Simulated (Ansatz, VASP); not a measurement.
Two plane-wave programs on TiAl3

The input INCAR:

```
SYSTEM = TiAl3
  PREC = Accurate
  ENCUT = 600
  EDIFF = 1E-7
  ISMEAR = 0
  SIGMA = 0.1
  LREAL = .False.
  LASPH = .True.
  NELM = 100
  ALGO = Normal
  ISIF = 3
  LWAVE = .False.
  LCHARG = .False.
  GGA = PE
  IBRION = 2
  NSW = 100
  EDIFFG = -0.005
```

File KPOINTS:

```
Automatic mesh
0
Gamma
  16 16 16
  0 0 0
```

The input POSCAR:

```
TiAl3
1.0
   -1.9111067713      1.9111067713      4.2806687947
    1.9111067713     -1.9111067713      4.2806687947
    1.9111067713      1.9111067713     -4.2806687947
Ti Al
1 3
Direct
    0.0000000000      0.0000000000      0.0000000000
    0.5000000000      0.5000000000      0.0000000000
    0.7500000000      0.2500000000      0.5000000000
    0.2500000000      0.7500000000      0.5000000000
```

Input for Ansatz:

```yaml
crystal:
  lattice:
    - [-1.9111067713, 1.9111067713, 4.2806687947]
    - [1.9111067713, -1.9111067713, 4.2806687947]
    - [1.9111067713, 1.9111067713, -4.2806687947]
  atoms:
    - { symbol: Ti, position: [0.0, 0.0, 0.0] }
    - { symbol: Al, position: [0.5, 0.5, 0.0] }
    - { symbol: Al, position: [0.75, 0.25, 0.5] }
    - { symbol: Al, position: [0.25, 0.75, 0.5] }
basis:
  ecutwfc: 420
kpoints:
  mp_grid: { grid: [16, 16, 16] }
hamiltonian:
  xc: pbe
scf:
  occupations: { method: gaussian, width: 0.1 }
output:
  forces: true
  stress: true
  eigenvalues: true
  write_density: true
  write_potential: true
  elf: true
  volumetric_format: npy
relax:
  adjacent_minimum: "off"
  f_tol: 0.005
  max_steps: 80
  cell: { stress_tol: 0.05 }
```

Alike in both runs: task relaxation of cell and atoms; functional PBE; k mesh 16 × 16 × 16; occupations gaussian, width 0.1 eV; no spin polarisation.

|  | VASP | Ansatz |
| --- | --- | --- |
| version | VASP 6.6.1 | Ansatz 0.2.0 |
| potentials or method | VASP PAW PBE potentials, release 64 (Ti_sv, Al), cutoff 600 eV | scalar-relativistic, plane waves, PAW |
| valence electrons in the cell | 21 | 21 |

|  | VASP | Ansatz | Ansatz less VASP |
| --- | --- | --- | --- |
| gap on the k mesh at the Fermi level, each at its own relaxed structure (eV) | none | none | - |
| relaxed volume (Å³/atom) | 15.93 | 15.94 | +0.007 |
| relaxed cell length with the largest relative difference (Å) | 5.096 | 5.097 | +0.0013 |

A gap of «none» marks a metal or a gap that the smearing closes.
